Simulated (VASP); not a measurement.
# GaN in VASP: single point with PBEsol

Aim: the single point of GaN with PBEsol.

Program: VASP 6.6.1. These are calculated values, not measurements. Logs are shortened: lines on timing, memory, paths and dates and some standing lists are left out, and cuts for length are marked.

### 1 The cell of the first run

The cell holds a slab with vacuum, 14 atoms: a = 3.181 Å, b = 4.498 Å, c = 24.542 Å, α = 90.00°, β = 90.00°, γ = 90.00°.

### 2 Single point, PBEsol

Contents of INCAR:

```
PREC = Accurate
ENCUT = 520
EDIFF = 1E-6
ISMEAR = 0
SIGMA = 0.05
LREAL = False
LASPH = True
NELM = 80
ALGO = Normal
ISIF = 2
LWAVE = False
LCHARG = False
LDIPOL = True
IDIPOL = 3
DIPOL = 0.5 0.5 0.500
GGA = PS
NBANDS = 76
```

Contents of KPOINTS:

```
regular mesh
0
Gamma
  8 6 1
```

Contents of POSCAR:

```
GaN
1.0
    3.1807290421      0.0000000000      0.0000000000
    0.0000000000      4.4982301495      0.0000000000
    0.0000000000      0.0000000000     24.5421871262
Ga N
7 7
Direct
    0.5000000000      0.4576770716      0.3141252176
    0.0000000000      0.0050074946      0.3683833662
    0.5000000000      0.5060281892      0.4356947627
    0.0000000000      0.0084713921      0.5000000000
    0.5000000000      0.5060281960      0.5643052369
    0.0000000000      0.0050075004      0.6316166347
    0.5000000000      0.4576770752      0.6858747825
    0.0000000000      0.2573863322      0.3042493985
    0.5000000000      0.7599599747      0.3699353681
    0.0000000000      0.2557469866      0.4349689011
    0.5000000000      0.7579164832      0.4999999993
    0.0000000000      0.2557469924      0.5650310984
    0.5000000000      0.7599599792      0.6300646312
    0.0000000000      0.2573863328      0.6957506029
```

Potentials or basis: VASP PAW PBE potentials, release 64 (Ga_d, N).

Launch:

```sh
cat potpaw_PBE.64/Ga_d/POTCAR potpaw_PBE.64/N/POTCAR > POTCAR
mpirun -np 1 vasp_std > vasp.out
```

OUTCAR:

```text
PREC = Accurate
   ENCUT = 520
   EDIFF = 1E-6
   ISMEAR = 0
   LREAL = False
   LASPH = True
   NELM = 80
   ISIF = 2
   GGA = PS

 ion  position               nearest neighbor table
   1  0.500  0.458  0.314-   8 1.84   8 1.84   9 1.93   2 2.91   2 2.91
   2  0.000  0.005  0.368-   9 1.94   9 1.94   8 1.94  10 1.99   1 2.91   1 2.91
   3  0.500  0.506  0.436-  11 1.94  10 1.95  10 1.95   9 1.98
   4  0.000  0.008  0.500-  10 1.95  12 1.95  11 1.95  11 1.95
   5  0.500  0.506  0.564-  11 1.94  12 1.95  12 1.95  13 1.98
   6  0.000  0.005  0.632-  13 1.94  13 1.94  14 1.94  12 1.99   7 2.91   7 2.91
   7  0.500  0.458  0.686-  14 1.84  14 1.84  13 1.93   6 2.91   6 2.91
   8  0.000  0.257  0.304-   1 1.84   1 1.84   2 1.94
   9  0.500  0.760  0.370-   1 1.93   2 1.94   2 1.94   3 1.98
  10  0.000  0.256  0.435-   4 1.95   3 1.95   3 1.95   2 1.99
  11  0.500  0.758  0.500-   3 1.94   5 1.94   4 1.95   4 1.95
  12  0.000  0.256  0.565-   4 1.95   5 1.95   5 1.95   6 1.99
  13  0.500  0.760  0.630-   7 1.93   6 1.94   6 1.94   5 1.98
  14  0.000  0.257  0.696-   7 1.84   7 1.84   6 1.94

  LATTYP: Found a simple orthorhombic cell.
 ALAT       =     3.1807290421
 B/A-ratio  =     1.4142135624
 C/A-ratio  =     7.7158999718

  Lattice vectors:

 A1 = (   3.1807290421,   0.0000000000,   0.0000000000)
 A2 = (   0.0000000000,   4.4982301495,   0.0000000000)
 A3 = (   0.0000000000,   0.0000000000,  24.5421871262)

Analysis of symmetry for initial positions (statically):
=====================================================================
 Subroutine PRICEL returns:
 Original cell was already a primitive cell.

 Routine SETGRP: Setting up the symmetry group for a
 simple orthorhombic supercell.

 Subroutine GETGRP returns: Found  4 space group operations
 (whereof  4 operations were pure point group operations)
 out of a pool of  8 trial point group operations.

The static configuration has the point symmetry C_2v.

Analysis of symmetry for dynamics (positions and initial velocities):
=====================================================================
 Subroutine PRICEL returns:
 Original cell was already a primitive cell.

 Routine SETGRP: Setting up the symmetry group for a
 simple orthorhombic supercell.

 Subroutine GETGRP returns: Found  4 space group operations
 (whereof  4 operations were pure point group operations)
 out of a pool of  8 trial point group operations.

The dynamic configuration has the point symmetry C_2v.

 Subroutine INISYM returns: Found  4 space group operations
 (whereof  4 operations are pure point group operations),
 and found     1 'primitive' translations

----------------------------------------------------------------------------------------

                                     Primitive cell

  volume of cell :     351.1411

  direct lattice vectors                    reciprocal lattice vectors
     3.180729042  0.000000000  0.000000000     0.314393331  0.000000000  0.000000000
     0.000000000  4.498230150  0.000000000     0.000000000  0.222309657  0.000000000
     0.000000000  0.000000000 24.542187126     0.000000000  0.000000000  0.040746165

  length of vectors
     3.180729042  4.498230150 24.542187126     0.314393331  0.222309657  0.040746165

  position of ions in fractional coordinates (direct lattice)
     0.500000000  0.457677072  0.314125218
     0.000000000  0.005007495  0.368383366
     0.500000000  0.506028189  0.435694763
     0.000000000  0.008471392  0.500000000
     0.500000000  0.506028196  0.564305237
     0.000000000  0.005007500  0.631616635
     0.500000000  0.457677075  0.685874783
     0.000000000  0.257386332  0.304249398
     0.500000000  0.759959975  0.369935368
     0.000000000  0.255746987  0.434968901
     0.500000000  0.757916483  0.499999999
     0.000000000  0.255746992  0.565031098
     0.500000000  0.759959979  0.630064631
     0.000000000  0.257386333  0.695750603

  ion indices of the primitive-cell ions
   primitive index   ion index
                 1           1
                 2           2
                 3           3
                 4           4
                 5           5
                 6           6
                 7           7
                 8           8
                 9           9
                10          10
                11          11
                12          12
                13          13
                14          14

----------------------------------------------------------------------------------------

 KPOINTS: regular mesh

Automatic generation of k-mesh.
 Grid dimensions read from file:
 generate k-points for:    8    6    1

 Generating k-lattice:

  Cartesian coordinates                     Fractional coordinates (reciprocal lattice)
     0.039299166  0.000000000  0.000000000     0.125000000  0.000000000  0.000000000
     0.000000000  0.037051609  0.000000000     0.000000000  0.166666667  0.000000000
     0.000000000  0.000000000  0.040746165     0.000000000  0.000000000  1.000000000

  Length of vectors
     0.039299166  0.037051609  0.040746165

  Shift w.r.t. Gamma in fractional coordinates (k-lattice)
     0.000000000  0.000000000  0.000000000

 Subroutine IBZKPT returns following result:
 ===========================================

 Found     20 irreducible k-points:

 Following reciprocal coordinates:
            Coordinates               Weight
  0.000000  0.000000  0.000000      1.000000
  0.125000  0.000000  0.000000      2.000000
  0.250000  0.000000  0.000000      2.000000
  0.375000  0.000000  0.000000      2.000000
  0.500000  0.000000  0.000000      1.000000
  0.000000  0.166667  0.000000      2.000000
[... 12 lines left out ...]
  0.375000  0.500000  0.000000      2.000000
  0.500000  0.500000  0.000000      1.000000
   k-points           NKPTS =     20   k-points in BZ     NKDIM =     20   number of bands    NBANDS=     76
   number of dos      NEDOS =    301   number of ions     NIONS =     14
   total plane-waves  NPLWV = 165888
   dimension x,y,z NGX =    24 NGY =   36 NGZ =  192
   dimension x,y,z NGXF=    48 NGYF=   72 NGZF=  384
   ions per type =               7   7
   NGX,Y,Z   is equivalent  to a cutoff of  12.54, 13.30, 13.01 a.u.
   NGXF,Y,Z  is equivalent  to a cutoff of  25.09, 26.61, 26.01 a.u.
 SYSTEM =  unknown system
   PREC   = accura    normal or accurate (medium, high low for compatibility)
   ISTART =      0    job   : 0-new  1-cont  2-samecut
   ICHARG =      2    charge: 1-file 2-atom 10-const
   ISPIN  =      1    spin polarized calculation?
   LNONCOLLINEAR =      F non collinear calculations
   LSORBIT =      F    spin-orbit coupling
   LASPH  =      T    aspherical Exc in radial PAW
   ENCUT  =  520.0 eV  38.22 Ry    6.18 a.u.   5.91  8.36 45.63*2*pi/ulx,y,z
   NELM   =     80;   NELMIN=  2; NELMDL= -5     # of ELM steps
   EDIFF  = 0.1E-05   stopping-criterion for ELM
   LREAL  =      F    real-space projection
[... 7 lines left out ...]
   TEBEG  =    0.0;   TEEND  =   0.0 temperature during run
   PSTRESS=    0.0 pullay stress
   NELECT =     126.0000    total number of electrons
   NUPDOWN=      -1.0000    fix difference up-down
   EMIN   =  10.00;   EMAX   =-10.00  energy-range for DOS
   EFERMI =   0.00;   METHOD = LEGACY
   ISMEAR =     0;   SIGMA  =   0.05  broadening in eV -4-tet -1-fermi 0-gaus
   EFERMI_NEDOS =   21; number of points for ismear=-14 and -15
   IALGO  =     38    algorithm
   IMIX   =      4    mixing-type and parameters
     AMIX     =   0.40;   BMIX     =  1.00
     AMIX_MAG =   1.60;   BMIX_MAG =  1.00
  volume/ion in A,a.u.               =      25.08       169.26
  Fermi-wavevector in a.u.,A,eV,Ry     =   1.163334  2.198383 18.413395  1.353346
  Thomas-Fermi vector in A             =   2.299885
   LORBIT       =      0    0 simple, 1 ext, 2 COOP (PROOUT), +10 PAW based schemes
   GGA     = PS    functional components
   LHFCALC =     F    Hartree Fock is set to
   AEXX    =    0.0000 exact exchange contribution
   IVDW    =     0    specifies the selected vdW correction
   LEPSILON=     F    determine dielectric tensor
   LRPA    =     F    only Hartree local field effects (RPA)
 non-spin polarized calculation
 Gauss-broadening in eV      SIGMA  =   0.05
  energy-cutoff  :      520.00
  volume of cell :      351.14
 maximum number of plane-waves:      9514
 NGX is ok and might be reduce to    24
   NGX = 11   NGY = 17   NGZ = 91

 dipolmoment           0.000000      0.000000      0.000000 electrons x Angstroem

 number of electron     125.9999965 magnetization

 dipolmoment           0.000000      0.000000     -0.000000 electrons x Angstroem

 Free energy of the ion-electron system (eV)
  ---------------------------------------------------
  ext. energy  EPLUGINS =         0.00000000
  ---------------------------------------------------
  free energy    TOTEN  =       -88.37609455 eV

  energy without entropy =      -88.37609455  energy(sigma->0) =      -88.37609455

 E-fermi :  -0.5488     XC(G=0):  -5.9907

 val. band max:       -0.7806597169   @ k =   0.0000   0.1667   0.0000
 cond. band min:       0.7815921562   @ k =   0.0000   0.0000   0.0000
 fundamental gap:      1.5622518731
 Fermi energy:        -0.5487818730

 k-point     1 :       0.0000    0.0000    0.0000
  band No.  band energies     occupation
      1     -16.7859      2.00000
      2     -16.5050      2.00000
      3     -16.1733      2.00000
      4     -15.8445      2.00000
      5     -15.7813      2.00000
      6     -15.7556      2.00000
[... 67 lines left out ...]
     74       5.9316      0.00000
     75       6.0145      0.00000
[... 1480 lines left out ...]
     74       6.5216      0.00000
     75       6.9771      0.00000
 [bands above 75 left out]

------------------------ aborting loop because EDIFF is reached ----------------------------------------

 vacuum level on the upper side and lower side of the slab       (xc-potential included)        -0.107        -0.107

  FORCE on cell =-STRESS in cart. coord.  units (eV):
  Direction    XX          YY          ZZ          XY          YZ          ZX
  --------------------------------------------------------------------------------------
  -------------------------------------------------------------------------------------
  Total        1.2603293      0.0057971     -0.1882304      0.0000000      0.0000000      0.0000000
  in kB        5.7505978      0.0264507     -0.8588526      0.0000000      0.0000000      0.0000000
  external PRESSURE =       1.6393986 kB  Pullay stress =       0.0000000 kB

 VOLUME and BASIS-vectors are now :
 -----------------------------------------------------------------------------
  energy-cutoff  :      520.00
  volume of cell :      351.14
      direct lattice vectors                 reciprocal lattice vectors
     3.180729042  0.000000000  0.000000000     0.314393331  0.000000000  0.000000000
     0.000000000  4.498230150  0.000000000     0.000000000  0.222309657  0.000000000
     0.000000000  0.000000000 24.542187126     0.000000000  0.000000000  0.040746165

 POSITION                                       TOTAL-FORCE (eV/Angst)
 -----------------------------------------------------------------------------------
      1.59036      2.05874      7.70932         0.000000     -0.030456     -0.004446
      0.00000      0.02252      9.04093         0.000000     -0.007735      0.002496
      1.59036      2.27623     10.69290         0.000000     -0.004829      0.005713
      0.00000      0.03811     12.27109         0.000000      0.002038      0.000000
      1.59036      2.27623     13.84928         0.000000     -0.004829     -0.005713
      0.00000      0.02252     15.50125         0.000000     -0.007735     -0.002496
      1.59036      2.05874     16.83287         0.000000     -0.030456      0.004446
      0.00000      1.15778      7.46695         0.000000      0.037723      0.014284
      1.59036      3.41847      9.07902        -0.000000      0.002325     -0.008962
      0.00000      1.15041     10.67509        -0.000000      0.001646      0.001639
      1.59036      3.40928     12.27109         0.000000      0.000611      0.000000
      0.00000      1.15041     13.86710         0.000000      0.001646     -0.001639
      1.59036      3.41847     15.46316        -0.000000      0.002325      0.008962
      0.00000      1.15778     17.07524         0.000000      0.037723     -0.014284
 -----------------------------------------------------------------------------------
    total drift:                                0.000000      0.001213      0.000014

  FREE ENERGIE OF THE ION-ELECTRON SYSTEM (eV)
  ---------------------------------------------------
  free  energy   TOTEN  =       -88.3760945528 eV

  energy  without entropy=      -88.3760945528  energy(sigma->0) =      -88.37609455

 vacuum level on the upper side and lower side of the slab         4.961         4.961
```

Run time: 9.7 min. Hardware: 1 thread of Intel Xeon 6975P-C (Granite Rapids), shared host; peak memory 0.6 GiB.

Results:

* Free energy: -88.3761 eV
* Largest force: 0.040 eV/Å
* Band gap on the k mesh: 1.56 eV (least direct gap 1.59 eV)

Forces in eV/Å, atoms in the order of the input:
```
Ga   0.000 -0.030 -0.004
Ga   0.000 -0.008  0.002
Ga   0.000 -0.005  0.006
Ga   0.000  0.002  0.000
Ga   0.000 -0.005 -0.006
Ga   0.000 -0.008 -0.002
Ga   0.000 -0.030  0.004
N    0.000  0.038  0.014
N    0.000  0.002 -0.009
N    0.000  0.002  0.002
N    0.000  0.001  0.000
N    0.000  0.002 -0.002
N    0.000  0.002  0.009
N    0.000  0.038 -0.014
```

Levels at points of the mesh, in eV from the valence-band top:
| k point | band 59 | band 60 | band 61 | band 62 | band 63 | band 64 | band 65 | band 66 | band 67 | band 68 |
| --- | --- | --- | --- | --- | --- | --- | --- | --- | --- | --- |
| (0.00, 0.00, 0.00) | -0.60 | -0.32 | -0.18 | -0.08 | -0.03 | 1.56 | 2.41 | 3.37 | 3.77 | 4.22 |
| (0.50, 0.00, 0.00) | -2.06 | -1.72 | -1.68 | -0.42 | -0.24 | 2.62 | 3.04 | 3.68 | 4.23 | 4.98 |
| (0.00, 0.50, 0.00) | -1.22 | -1.14 | -1.06 | -0.30 | -0.23 | 3.44 | 3.50 | 4.38 | 4.61 | 4.68 |
| (0.50, 0.50, 0.00) | -1.47 | -1.42 | -1.27 | -0.42 | -0.15 | 3.17 | 3.44 | 5.08 | 5.39 | 6.03 |

Caveat: the PAW data sets were made with another functional, which shifts forces and pressure a little.
